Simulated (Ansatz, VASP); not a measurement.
Two plane-wave programs on Be3H

```xyz
8
Lattice="3.0862 0.0000 0.0000 0.0000 3.0862 0.0000 0.0000 0.0000 6.1725" Properties=species:S:1:pos:R:3 pbc="T T T"
Be    3.0862    1.5431    1.5431
Be    0.0000    1.5431    4.6293
Be    1.5431    3.0862    1.5431
Be    1.5431    3.0862    4.6293
Be    1.5431    1.5431    0.0000
Be    1.5431    1.5431    3.0862
H     0.0000    0.0000    3.0862
H     0.0000    3.0862    0.0000
```

Alike in both runs: task single point; functional PBE; k mesh 8 × 8 × 4; occupations gaussian, width 0.1 eV; no spin polarisation.

|  | VASP | Ansatz |
| --- | --- | --- |
| version | VASP 6.6.1 | Ansatz 0.2.0 |
| potentials or method | VASP PAW PBE potentials, release 64 (Be, H), cutoff 520 eV | scalar-relativistic, plane waves, PAW |
| valence electrons in the cell | 14 | 14 |

|  | VASP | Ansatz | Ansatz less VASP |
| --- | --- | --- | --- |
| gap on the k mesh at the Fermi level (eV) | none | none | - |
| pressure (GPa) | 0.2 | 0.2 | -0.05 |

A gap of «none» marks a metal or a gap that the smearing closes.
